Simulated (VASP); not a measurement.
A run of VASP 6.6.1 is set up as follows.

File INCAR:

```
ALGO = Normal
EDIFF = 1E-8
ENCUT = 520
GGA = PS
IBRION = 8
ISIF = 2
ISMEAR = -1
LASPH = T
LCHARG = F
LREAL = F
LWAVE = F
NELM = 100
NSW = 1
PREC = Accurate
SIGMA = 0.1
```

File KPOINTS:

```
k-points
0
Gamma
  10 10 10
```

The input POSCAR:

```
MgPd
1.0
    3.1428677834      0.0000000000      0.0000000000
    0.0000000000      3.1428677834      0.0000000000
    0.0000000000      0.0000000000      3.1428677834
Mg Pd
1 1
Direct
    0.0000000000      0.0000000000      0.0000000000
    0.5000000000      0.5000000000      0.5000000000
```

Potentials or basis: VASP PAW PBE potentials, release 64 (Mg, Pd).

Command:

```sh
$ cat potpaw_PBE.64/Mg/POTCAR potpaw_PBE.64/Pd/POTCAR > POTCAR
$ mpirun -np 1 vasp_std > vasp.out
```

Task: Estimate the highest phonon frequency at Γ, LO-TO splitting left out.

Result: 249 cm⁻¹.

Phonon frequencies in cm⁻¹ (negative: imaginary):
```tsv
q point	frequencies
(0.000, 0.000, 0.000)	0 0 0 249 249 249
```
